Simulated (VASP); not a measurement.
Input of a VASP 6.6.1 run:

File INCAR:

```
  PREC = Accurate
  ENCUT = 600
  EDIFF = 1E-6
  ISMEAR = 0
  SIGMA = 0.1
  LREAL = F
  LASPH = T
  NELM = 80
  ALGO = Normal
  ISIF = 3
  LWAVE = F
  LCHARG = F
  GGA = PE
  IBRION = 2
  NSW = 90
  EDIFFG = -0.04
```

KPOINTS

```
Automatic mesh
0
Gamma
  6 6 6
```

The input POSCAR:

```
Fe
1.0
    0.0000000000      2.3755431895      2.3755431895
    2.3755431895      0.0000000000      2.3755431895
    2.3755431895      2.3755431895      0.0000000000
Fe
2
Direct
    0.5000000000      0.5000000000      0.5000000000
    0.7500000000      0.7500000000      0.7500000000
```

Potentials or basis: VASP PAW PBE potentials, release 64 (Fe).

Command:

```console
$ cat potpaw_PBE.64/Fe/POTCAR > POTCAR
$ mpirun -np 1 vasp_std > vasp.out
```

Task: Estimate the relaxed cell.

Result: a = 3.435 Å, b = 3.435 Å, c = 3.435 Å, α = 60.00°, β = 60.00°, γ = 60.00°.

Task: Predict the band gap on the k mesh.

Result: Zero (band 8 reaches 3.95 eV, above the bottom of band 9 at 3.27 eV).

Task: What does it give for the space group after relaxing (to 0.05 Å)?

Result: Fd-3m (No. 227).

Task: Predict the relaxed volume.

Result: 14.33 Å³/atom.

The path:
| step | energy change (eV) | largest force (eV/Å) | pressure (GPa) | volume (Å³) |
| --- | --- | --- | --- | --- |
| 1 | 0.0000 | 0.0000 | 11.56 | 26.81 |
| 2 | 0.0020 | 0.0000 | -9.19 | 30.74 |
| 3 | -0.0622 | 0.0000 | -0.10 | 28.66 |

Caveat: the k points lie up to 0.37 Å⁻¹ apart in the final cell; the run has no spin polarisation, though such a crystal can be magnetic. Spin polarisation is off, so any magnetic state and its effect on volume and gap are missing.
